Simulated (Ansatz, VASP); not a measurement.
One calculation of Ga, two programs

The input INCAR:

```
ALGO = Fast
EDIFF = 1E-6
EDIFFG = -0.01
ENCUT = 600
GGA = PE
IBRION = 2
ISIF = 3
ISMEAR = 0
LASPH = True
LCHARG = False
LREAL = False
LWAVE = False
NELM = 80
NSW = 100
PREC = Accurate
SIGMA = 0.1
```

KPOINTS

```
k-points
0
Gamma
  12 12 16
```

Contents of POSCAR:

```
Ga
1.0
    4.8017443250      0.0000000000      0.0000000000
   -2.4008721625      4.1584325679      0.0000000000
    0.0000000000      0.0000000000      2.8807550512
Ga
3
Direct
    0.0000000000      0.0000000000      0.0000000000
    0.3333333333      0.6666666667      0.5000000000
    0.6666666667      0.3333333333      0.5000000000
```

Input for Ansatz:

```yaml
crystal:
  lattice:
    - [4.801744325, 0.0, 0.0]
    - [-2.4008721625, 4.1584325679, 0.0]
    - [0.0, 0.0, 2.8807550512]
  atoms:
    - { symbol: Ga, position: [0.0, 0.0, 0.0] }
    - { symbol: Ga, position: [0.3333333333, 0.6666666667, 0.5] }
    - { symbol: Ga, position: [0.6666666667, 0.3333333333, 0.5] }
basis:
  ecutwfc: 420
kpoints:
  mp_grid: { grid: [12, 12, 16] }
hamiltonian:
  xc: pbe
scf:
  occupations: { method: gaussian, width: 0.1 }
output:
  forces: true
  stress: true
  eigenvalues: true
relax:
  adjacent_minimum: "off"
  f_tol: 0.01
  max_steps: 80
  cell: { stress_tol: 0.05 }
```

Alike in both runs: task relaxation of cell and atoms; functional PBE; k mesh 12 × 12 × 16; occupations gaussian, width 0.1 eV; no spin polarisation.

```csv
,VASP,Ansatz
version,VASP 6.6.1,Ansatz 0.2.0
potentials or method,"VASP PAW PBE potentials, release 64 (Ga_d), cutoff 600 eV","scalar-relativistic, plane waves, PAW"
valence electrons in the cell,39,39
```

```tsv
	VASP	Ansatz	Ansatz less VASP
gap on the k mesh at the Fermi level, each at its own relaxed structure (eV)	none	none	-
relaxed volume (Å³/atom)	19.26	19.25	-0.015
relaxed cell length with the largest relative difference (Å)	4.837	4.836	-0.0013
```

A gap of «none» marks a metal or a gap that the smearing closes.
